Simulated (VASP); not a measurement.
## BeS: single point with LDA

The system is BeS.

```
CELL_PARAMETERS angstrom
2.35020 2.35020 0.00000
-2.35020 2.35020 0.00000
0.00000 2.35020 2.43669
ATOMIC_POSITIONS crystal
Be 0.00000 0.00000 0.00000
S 0.75000 0.25000 0.50000
```

This cell differs from its parent crystal: film at in-plane strain -0.02.

```
Program                : VASP 6.6.1
Task                   : single point
Functional             : LDA
Potentials or basis    : VASP PAW LDA potentials, release 64 (Be, S)
Cutoff                 : 520 eV
k mesh                 : 8 × 8 × 8
Occupations            : gaussian, width 0.01 eV
Spin                   : no spin polarisation
Dipole correction      : no
Further INCAR settings : ALGO = Normal; EDIFF = 1e-06; NBANDS = 11
```

* Pressure: 2.6 GPa
* Band gap on the k mesh: 2.60 eV, indirect (least direct gap 5.43 eV)

Stress tensor (GPa, compression positive):
```
3.93 0.00 0.00
0.00 3.93 0.00
0.00 0.00 0.04
```

Levels at points of the mesh, in eV from the valence-band top:
| k point | band 1 | band 2 | band 3 | band 4 | band 5 | band 6 | band 7 | band 8 |
| --- | --- | --- | --- | --- | --- | --- | --- | --- |
| (0.00, 0.00, 0.00) | -14.13 | -0.22 | 0.00 | 0.00 | 5.43 | 5.43 | 5.48 | 6.09 |
| (0.50, 0.00, 0.00) | -12.33 | -6.30 | -1.38 | -1.02 | 5.36 | 6.32 | 6.52 | 11.12 |
| (0.50, 0.50, 0.00) | -11.66 | -5.33 | -3.08 | -3.02 | 2.60 | 4.57 | 12.83 | 13.04 |
| (0.00, 0.00, 0.50) | -11.86 | -5.58 | -2.74 | -2.74 | 2.91 | 4.90 | 13.00 | 13.00 |

Run time: 23 s on 1 thread of Intel(R) Xeon(R) Platinum 8259CL CPU @ 2.50GHz (Skylake/Cascade Lake), with other jobs on the host, peak memory 0.14 GiB.

Caveat: the cell differs from its parent crystal (film at in-plane strain -0.02). A k mesh can miss the band edges.
